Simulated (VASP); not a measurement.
# Re in VASP: a series of runs

Re is run at these levels: revPBE, BLYP+D3(BJ), PBEsol; tasks: single point.

Everything below comes from runs of VASP 6.6.1. Logs are shortened: lines on timing, memory, paths and dates and some standing lists are left out, and cuts for length are marked.

### 1 The cell of the first run

Symmetry: P6_3/mmc, No. 194, hexagonal system. The conventional cell has a = 2.723 Å, b = 2.723 Å, c = 4.398 Å, α = 90.00°, β = 90.00°, γ = 120.00°. Within 3.6 Å of Re (site symmetry -6m2) lie 12 Re at 2.70 to 2.72 Å.

### 2 Single point, revPBE

The input, INCAR:

```
ALGO = Normal ; EDIFF = 1E-6
ENCUT = 520 ; GGA = RE
ISIF = 2 ; ISMEAR = -1
LASPH = True ; LCHARG = True
LELF = True ; LREAL = False
LVHAR = True ; LWAVE = False
NBANDS = 14 ; NELM = 100
PREC = Accurate ; SIGMA = 0.05
```

The input, KPOINTS:

```
k-points
0
Gamma
  11 11 6
```

The input, POSCAR:

```
Re
1.0
    2.7234873179      0.0000000000      0.0000000000
   -1.3617436590      2.3586092042      0.0000000000
    0.0000000000      0.0000000000      4.3979466679
Re
2
Direct
    0.6666666667      0.3333333333      0.7500000000
    0.3333333333      0.6666666667      0.2500000000
```

Potentials or basis: VASP PAW PBE potentials, release 64 (Re).

On the command line:

```sh
> cat potpaw_PBE.64/Re/POTCAR > POTCAR
> mpirun -np 1 vasp_std > vasp.out
```

OUTCAR:

```text
EDIFF = 1E-6
   ENCUT = 520
   GGA = RE
   ISIF = 2
   ISMEAR = -1
   LASPH = True
   LREAL = False
   NELM = 100
   PREC = Accurate

 ion  position               nearest neighbor table
   1  0.667  0.333  0.750-   2 2.70   2 2.70   2 2.70   2 2.70   2 2.70   2 2.70
   2  0.333  0.667  0.250-   1 2.70   1 2.70   1 2.70   1 2.70   1 2.70   1 2.70

  LATTYP: Found a hexagonal cell.
 ALAT       =     2.7234873179
 C/A-ratio  =     1.6148217908

  Lattice vectors:

 A1 = (   2.7234873179,   0.0000000000,   0.0000000000)
 A2 = (  -1.3617436590,   2.3586092042,   0.0000000000)
 A3 = (   0.0000000000,   0.0000000000,   4.3979466679)

Analysis of symmetry for initial positions (statically):
=====================================================================
 Subroutine PRICEL returns:
 Original cell was already a primitive cell.

 Routine SETGRP: Setting up the symmetry group for a
 hexagonal supercell.

 Subroutine GETGRP returns: Found 24 space group operations
 (whereof 12 operations were pure point group operations)
 out of a pool of 24 trial point group operations.

The static configuration has the point symmetry D_3d.
 The point group associated with its full space group is D_6h.

Analysis of symmetry for dynamics (positions and initial velocities):
=====================================================================
 Subroutine PRICEL returns:
 Original cell was already a primitive cell.

 Routine SETGRP: Setting up the symmetry group for a
 hexagonal supercell.

 Subroutine GETGRP returns: Found 24 space group operations
 (whereof 12 operations were pure point group operations)
 out of a pool of 24 trial point group operations.

The dynamic configuration has the point symmetry D_3d.
 The point group associated with its full space group is D_6h.

 Subroutine INISYM returns: Found 24 space group operations
 (whereof 12 operations are pure point group operations),
 and found     1 'primitive' translations

----------------------------------------------------------------------------------------

                                     Primitive cell

  volume of cell :      28.2508

  direct lattice vectors                    reciprocal lattice vectors
     2.723487318  0.000000000  0.000000000     0.367176301  0.211989336  0.000000000
    -1.361743659  2.358609204  0.000000000     0.000000000  0.423978673  0.000000000
     0.000000000  0.000000000  4.397946668     0.000000000  0.000000000  0.227378837

  length of vectors
     2.723487318  2.723487318  4.397946668     0.423978673  0.423978673  0.227378837

  position of ions in fractional coordinates (direct lattice)
     0.666666667  0.333333333  0.750000000
     0.333333333  0.666666667  0.250000000

  ion indices of the primitive-cell ions
   primitive index   ion index
                 1           1
                 2           2

----------------------------------------------------------------------------------------

 KPOINTS: k-points

Automatic generation of k-mesh.
 Grid dimensions read from file:
 generate k-points for:   11   11    6

 Generating k-lattice:

  Cartesian coordinates                     Fractional coordinates (reciprocal lattice)
     0.033379664  0.019271758  0.000000000     0.090909091  0.000000000  0.000000000
     0.000000000  0.038543516  0.000000000     0.000000000  0.090909091  0.000000000
     0.000000000  0.000000000  0.037896473     0.000000000  0.000000000  0.166666667

  Length of vectors
     0.038543516  0.038543516  0.037896473

  Shift w.r.t. Gamma in fractional coordinates (k-lattice)
     0.000000000  0.000000000  0.000000000

 Subroutine IBZKPT returns following result:
 ===========================================

 Found     64 irreducible k-points:

 Following reciprocal coordinates:
            Coordinates               Weight
  0.000000  0.000000  0.000000      1.000000
  0.090909 -0.000000  0.000000      6.000000
  0.181818 -0.000000  0.000000      6.000000
  0.272727  0.000000  0.000000      6.000000
  0.363636 -0.000000  0.000000      6.000000
  0.454545 -0.000000  0.000000      6.000000
[... 16 lines left out ...]
  0.090909  0.090909  0.166667     12.000000
  0.181818  0.090909  0.166667     24.000000
 [... further k-points ...]
   k-points           NKPTS =     64   k-points in BZ     NKDIM =     64   number of bands    NBANDS=     14
   number of dos      NEDOS =    301   number of ions     NIONS =      2
   total plane-waves  NPLWV =  14400
   dimension x,y,z NGX =    20 NGY =   20 NGZ =   36
   dimension x,y,z NGXF=    40 NGYF=   40 NGZF=   72
   ions per type =               2
   NGX,Y,Z   is equivalent  to a cutoff of  12.21, 12.21, 13.61 a.u.
   NGXF,Y,Z  is equivalent  to a cutoff of  24.42, 24.42, 27.22 a.u.
 SYSTEM =  unknown system
   PREC   = accura    normal or accurate (medium, high low for compatibility)
   ISTART =      0    job   : 0-new  1-cont  2-samecut
   ICHARG =      2    charge: 1-file 2-atom 10-const
   ISPIN  =      1    spin polarized calculation?
   LNONCOLLINEAR =      F non collinear calculations
   LSORBIT =      F    spin-orbit coupling
   LASPH  =      T    aspherical Exc in radial PAW
   ENCUT  =  520.0 eV  38.22 Ry    6.18 a.u.   5.06  5.06  8.18*2*pi/ulx,y,z
   NELM   =    100;   NELMIN=  2; NELMDL= -5     # of ELM steps
   EDIFF  = 0.1E-05   stopping-criterion for ELM
   LREAL  =      F    real-space projection
   EDIFFG = 0.1E-04   stopping-criterion for IOM
   NSW    =      0    number of steps for IOM
   IBRION =     -1    ionic relax: 0-MD 1-quasi-New 2-CG
   NFREE  =      0    steps in history (QN), initial steepest desc. (CG)
   ISIF   =      2    stress and relaxation
   ISYM   =      2    0-nonsym 1-usesym 2-fastsym
   POTIM  = 0.5000    time-step for ionic-motion
   TEBEG  =    0.0;   TEEND  =   0.0 temperature during run
   PSTRESS=    0.0 pullay stress
   NELECT =      14.0000    total number of electrons
   NUPDOWN=      -1.0000    fix difference up-down
   EMIN   =  10.00;   EMAX   =-10.00  energy-range for DOS
   EFERMI =   0.00;   METHOD = LEGACY
   ISMEAR =    -1;   SIGMA  =   0.05  broadening in eV -4-tet -1-fermi 0-gaus
   EFERMI_NEDOS =   21; number of points for ismear=-14 and -15
   IALGO  =     38    algorithm
   IMIX   =      4    mixing-type and parameters
     AMIX     =   0.40;   BMIX     =  1.00
     AMIX_MAG =   1.60;   BMIX_MAG =  1.00
  volume/ion in A,a.u.               =      14.13        95.32
  Fermi-wavevector in a.u.,A,eV,Ry     =   1.295509  2.448157 22.835248  1.678343
  Thomas-Fermi vector in A             =   2.427024
   LORBIT       =      0    0 simple, 1 ext, 2 COOP (PROOUT), +10 PAW based schemes
   GGA     = RE    functional components
   LHFCALC =     F    Hartree Fock is set to
   AEXX    =    0.0000 exact exchange contribution
   IVDW    =     0    specifies the selected vdW correction
   LEPSILON=     F    determine dielectric tensor
   LRPA    =     F    only Hartree local field effects (RPA)
 non-spin polarized calculation
  energy-cutoff  :      520.00
  volume of cell :       28.25
 maximum number of plane-waves:       782
   NGX = 11   NGY = 11   NGZ = 17

 number of electron      14.0000000 magnetization

 Free energy of the ion-electron system (eV)
  ---------------------------------------------------
  ext. energy  EPLUGINS =         0.00000000
  ---------------------------------------------------
  free energy    TOTEN  =       -23.74220677 eV

  energy without entropy =      -23.72972028  energy(sigma->0) =      -23.73596353

 E-fermi :   8.4697     XC(G=0): -13.9393

 val. band max:        8.4369674535   @ k =   0.3636  -0.0000   0.3333
 cond. band min:       8.5234363438   @ k =   0.1818   0.0909   0.0000
 fundamental gap:      0.0864688903
 Fermi energy:         8.4697457070

 k-point     1 :       0.0000    0.0000    0.0000
  band No.  band energies     occupation
      1      -1.6902      2.00000
      2       1.5280      2.00000
      3       6.7661      2.00000
      4       6.7661      2.00000
      5       6.7733      2.00000
      6       7.6603      2.00000
      7       7.6603      2.00000
      8       8.6464      0.05680
      9       8.6464      0.05680
     10       9.1527      0.00000
     11      12.0104      0.00000
     12      12.0104      0.00000
     13      19.0397      0.00000
     14      22.6200      0.00000

 k-point     2 :       0.0909   -0.0000    0.0000
  band No.  band energies     occupation
      1      -1.3380      2.00000
      2       1.8556      2.00000
      3       6.0937      2.00000
      4       7.0929      2.00000
      5       7.2917      2.00000
      6       7.4614      2.00000
      7       7.8110      2.00000
      8       7.9695      1.99991
      9       8.3768      1.73028
     10       8.6123      0.10926
     11      12.1947      0.00000
     12      13.3985      0.00000
     13      19.0298      0.00000
     14      23.4071      0.00000

 k-point     3 :       0.1818   -0.0000    0.0000
  band No.  band energies     occupation
      1      -0.3718      2.00000
      2       2.6231      2.00000
      3       5.3895      2.00000
      4       6.0751      2.00000
      5       6.8177      2.00000
      6       7.7813      2.00000
      7       8.0421      1.99961
      8       8.1579      1.99609
      9       8.1883      1.99284
     10       8.8603      0.00081
     11      12.5539      0.00000
     12      15.7065      0.00000
     13      18.8191      0.00000
     14      25.0767      0.00000

 k-point     4 :       0.2727    0.0000    0.0000
  band No.  band energies     occupation
      1       0.8983      2.00000
      2       2.9474      2.00000
      3       4.5812      2.00000
      4       5.3543      2.00000
      5       6.5954      2.00000
      6       7.1591      2.00000
      7       7.6639      2.00000
      8       9.4582      0.00000
      9       9.5052      0.00000
     10      10.2082      0.00000
     11      12.8535      0.00000
     12      18.0435      0.00000
     13      18.3665      0.00000
     14      23.4652      0.00000

 k-point     5 :       0.3636   -0.0000    0.0000
  band No.  band energies     occupation
      1       1.8848      2.00000
      2       2.5813      2.00000
      3       3.5200      2.00000
      4       5.8634      2.00000
      5       6.6784      2.00000
      6       7.2575      2.00000
      7       7.2650      2.00000
      8      11.2147      0.00000
      9      11.3585      0.00000
     10      11.7563      0.00000
     11      13.0284      0.00000
[... 276 lines left out ...]
 k-point    22 :       0.4545   -0.0000    0.1667
  band No.  band energies     occupation
      1       1.8009      2.00000
      2       2.3042      2.00000
      3       3.8075      2.00000
      4       5.0556      2.00000
      5       6.7072      2.00000
      6       7.6721      2.00000
      7       8.6592      0.04423
      8      12.0990      0.00000
      9      12.6010      0.00000
     10      13.1385      0.00000
     11      13.5270      0.00000
     12      16.2149      0.00000
     13      18.8137      0.00000
     14      20.9681      0.00000

 k-point    23 :       0.0909    0.0909    0.1667
  band No.  band energies     occupation
      1      -0.3655      2.00000
      2       2.5005      2.00000
      3       5.5644      2.00000
      4       5.8404      2.00000
      5       6.7802      2.00000
      6       7.3327      2.00000
      7       7.5763      2.00000
      8       8.1705      1.99498
      9       8.9591      0.00011
     10       8.9976      0.00005
     11      12.3069      0.00000
     12      14.1896      0.00000
     13      20.3010      0.00000
     14      24.1542      0.00000

 k-point    24 :       0.1818    0.0909    0.1667
  band No.  band energies     occupation
      1       0.7192      2.00000
      2       3.3058      2.00000
      3       4.7114      2.00000
      4       5.0497      2.00000
      5       6.3817      2.00000
      6       7.1199      2.00000
      7       7.7709      2.00000
      8       8.7597      0.00604
      9       9.5155      0.00000
     10       9.9351      0.00000
     11      12.4537      0.00000
     12      15.6819      0.00000
     13      20.1566      0.00000
     14      24.9220      0.00000

 [... further k-points ...]

------------------------ aborting loop because EDIFF is reached ----------------------------------------

  FORCE on cell =-STRESS in cart. coord.  units (eV):
  Direction    XX          YY          ZZ          XY          YZ          ZX
  --------------------------------------------------------------------------------------
  -------------------------------------------------------------------------------------
  Total        4.5834509      4.5834509      4.6491736     -0.0000000      0.0000000      0.0000000
  in kB      259.9392476    259.9392476    263.6665520     -0.0000000      0.0000000      0.0000000
  external PRESSURE =     261.1816824 kB  Pullay stress =       0.0000000 kB

 VOLUME and BASIS-vectors are now :
 -----------------------------------------------------------------------------
  energy-cutoff  :      520.00
  volume of cell :       28.25
      direct lattice vectors                 reciprocal lattice vectors
     2.723487318  0.000000000  0.000000000     0.367176301  0.211989336  0.000000000
    -1.361743659  2.358609204  0.000000000     0.000000000  0.423978673  0.000000000
     0.000000000  0.000000000  4.397946668     0.000000000  0.000000000  0.227378837

 POSITION                                       TOTAL-FORCE (eV/Angst)
 -----------------------------------------------------------------------------------
      1.36174      0.78620      3.29846         0.000000      0.000000      0.000000
     -0.00000      1.57241      1.09949        -0.000000      0.000000      0.000000
 -----------------------------------------------------------------------------------
    total drift:                               -0.000000      0.000000     -0.000000

  FREE ENERGIE OF THE ION-ELECTRON SYSTEM (eV)
  ---------------------------------------------------
  free  energy   TOTEN  =       -23.7422067743 eV

  energy  without entropy=      -23.7297202771  energy(sigma->0) =      -23.73596353
```

It took 18 s on 1 thread of Intel Xeon Platinum 8375C at 2.90GHz (Ice Lake), shared host; peak memory 0.15 GiB.

What came out:

```
Free energy            : -23.7422 eV
Pressure               : 26.1 GPa
Band gap on the k mesh : zero (band 7 reaches 9.92 eV, above the bottom of band 8 at 6.63 eV)
```

Levels at points of the mesh, in eV from the Fermi level:
```tsv
k point	band 3	band 4	band 5	band 6	band 7	band 8	band 9	band 10	band 11	band 12
(0.00, 0.00, 0.00)	-1.70	-1.70	-1.70	-0.81	-0.81	0.18	0.18	0.68	3.54	3.54
(0.00, 0.00, 0.50)	-2.52	-2.52	-1.84	-1.84	-1.84	-1.84	2.69	2.69	2.69	2.69
```

Caveat: the PAW data sets were made with another functional, which shifts forces and pressure a little; spin-orbit coupling is left out, which moves the levels of the heavy elements.

### 3 Single point, revPBE

This run uses another cell than the first one, of 14.42 Å³/atom, 1.021 times its volume.

The input, INCAR:

```
SYSTEM = Re
PREC     = Accurate       ! precision mode
ENCUT    = 520            ! plane-wave cutoff, eV
EDIFF    = 1E-6           ! SCF threshold, eV
ISMEAR   = -1             ! smearing method
SIGMA    = 0.05           ! smearing width, eV
LREAL    = .FALSE.        ! projectors in reciprocal space
LASPH    = .TRUE.         ! aspherical terms in the spheres
NELM     = 60             ! most SCF steps
ALGO     = Normal         ! electronic algorithm
ISIF     = 2              ! what is computed and relaxed
LWAVE    = .FALSE.        ! write WAVECAR
LCHARG   = .TRUE.         ! write CHGCAR
GGA      = RE             ! functional
LELF     = .TRUE.         ! ELF
LVHAR    = .TRUE.       
NBANDS   = 14             ! bands
```

The input, KPOINTS:

```
Automatic mesh
0
G
  11 11 6
  0 0 0
```

The input, POSCAR:

```
Re
1.0
    2.7422705826      0.0000000000      0.0000000000
   -1.3711352913      2.3748759886      0.0000000000
    0.0000000000      0.0000000000      4.4282782931
Re
2
Direct
    0.6666666667      0.3333333333      0.7500000000
    0.3333333333      0.6666666667      0.2500000000
```

Potentials or basis: VASP PAW PBE potentials, release 64 (Re).

On the command line:

```sh
> cat potpaw_PBE.64/Re/POTCAR > POTCAR
> mpirun -np 1 vasp_std > vasp.out
```

It took 18 s on 1 thread of Intel Xeon Platinum 8375C at 2.90GHz (Ice Lake), shared host; peak memory 0.15 GiB.

It converged, with:

* Free energy: -23.8211 eV
* Pressure: 16.7 GPa
* Band gap on the k mesh: zero (band 7 reaches 9.59 eV, above the bottom of band 8 at 6.43 eV)

Stress tensor (GPa, compression positive):
```
16.61  0.00  0.00
 0.00 16.61  0.00
 0.00  0.00 16.95
```

Levels at points of the mesh, in eV from the Fermi level:
```tsv
k point	band 4	band 5	band 6	band 7	band 8	band 9	band 10	band 11
(0.00, 0.00, 0.00)	-1.64	-1.64	-0.78	-0.78	0.18	0.18	0.64	3.45
(0.00, 0.00, 0.50)	-2.45	-1.77	-1.77	-1.77	-1.77	2.61	2.61	2.61
```

Caveat: the PAW data sets were made with another functional, which shifts forces and pressure a little; spin-orbit coupling is left out, which moves the levels of the heavy elements.

### 4 Single point, BLYP+D3(BJ)

The input, INCAR:

```
PREC     = Accurate       # precision mode
ENCUT    = 520            # plane-wave cutoff, eV
EDIFF    = 1E-7           # SCF threshold, eV
ISMEAR   = -1             # smearing method
SIGMA    = 0.05           # smearing width, eV
LREAL    = False          # projectors in reciprocal space
LASPH    = True           # aspherical terms in the spheres
NELM     = 60             # most SCF steps
ALGO     = Fast           # electronic algorithm
ISIF     = 2              # what is computed and relaxed
LWAVE    = False          # write WAVECAR
LCHARG   = True           # write CHGCAR
GGA      = B5             # functional
ALDAX    = 1.0          
AGGAX    = 1.0          
AGGAC    = 1.0          
ALDAC    = 0.0          
IVDW     = 12             # dispersion correction
VDW_S6   = 1.0          
VDW_S8   = 2.6996       
VDW_A1   = 0.4298       
VDW_A2   = 4.2359       
LELF     = True           # ELF
LVHAR    = True         
NBANDS   = 14             # bands
```

The input, KPOINTS:

```
Automatic mesh
0
Gamma
  11 11 6
```

The input, POSCAR:

```
Re
1.0
    2.7234873179      0.0000000000      0.0000000000
   -1.3617436590      2.3586092042      0.0000000000
    0.0000000000      0.0000000000      4.3979466679
Re
2
Direct
    0.6666666667      0.3333333333      0.7500000000
    0.3333333333      0.6666666667      0.2500000000
```

On the command line:

```sh
> cat potpaw_PBE.64/Re/POTCAR > POTCAR
> mpirun -np 1 vasp_std > vasp.out
```

It took 32 s on 1 thread of Intel Xeon Platinum 8375C at 2.90GHz (Ice Lake), shared host; peak memory 0.16 GiB.

It converged, with:

```
Free energy                : -24.5156 eV
Pressure                   : 21.3 GPa
Band gap on the k mesh     : zero (band 7 reaches 10.75 eV, above the bottom of band 8 at 7.14 eV)
Dispersion energy per atom : -1.663 eV
```

Stress tensor (GPa, compression positive):
```
21.61  0.00  0.00
 0.00 21.61  0.00
 0.00  0.00 20.81
```

Levels at points of the mesh, in eV from the Fermi level:
```
           k point  band 4  band 5  band 6  band 7  band 8  band 9  band 10  band 11
(0.00, 0.00, 0.00)   -1.77   -1.77   -0.89   -0.89    0.09    0.09     1.00     3.47
(0.00, 0.00, 0.50)   -2.49   -1.91   -1.91   -1.91   -1.91    2.60     2.60     2.60
```

Caveat: the PAW data sets were made with another functional, which shifts forces and pressure a little; spin-orbit coupling is left out, which moves the levels of the heavy elements; pairwise dispersion overbinds metals, which lowers pressure and volume.

(Continued in part 2 of 2.)
